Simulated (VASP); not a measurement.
## PbSe: electric field gradients with PBE

Crystal: PbSe.

```xyz
2
Lattice="0.0000 3.0416 3.0416 3.0416 0.0000 3.0416 3.0416 3.0416 0.0000" Properties=species:S:1:pos:R:3 pbc="T T T"
Pb    0.0000    0.0000    0.0000
Se    3.0416    3.0416    3.0416
```

This cell differs from its parent crystal: volume scaled by 0.98.

```
Program                : VASP 6.6.1
Task                   : electric field gradients
Functional             : PBE
Potentials or basis    : VASP PAW PBE potentials, release 64 (Pb_d, Se)
Cutoff                 : 520 eV
k mesh                 : 9 × 9 × 9
Occupations            : fermi-dirac, width 0.01 eV
Spin                   : no spin polarisation
Dipole correction      : no
Further INCAR settings : ALGO = Normal; EDIFF = 1e-08; NBANDS = 17
```

```json
{
  "Pressure": "3.5 GPa"
}
```

Levels at points of the mesh, in eV from the Fermi level:
```
           k point  band 8  band 9  band 10  band 11  band 12  band 13
(0.00, 0.00, 0.00)   -2.04   -2.04    -2.04     4.68     4.68     4.68
```

It took 42 s on 1 thread of Intel Xeon 6975P-C, with other jobs on the host, peak memory 0.19 GiB.

Caveat: this odd mesh misses L, where the gap lies, so gap, dielectric constants and Born charges aren't listed; without QUAD_EFG the Cq values of the log hold for a quadrupole moment of 1 mb, not for the nuclei; spin-orbit coupling is left out, which moves the levels of the heavy elements.
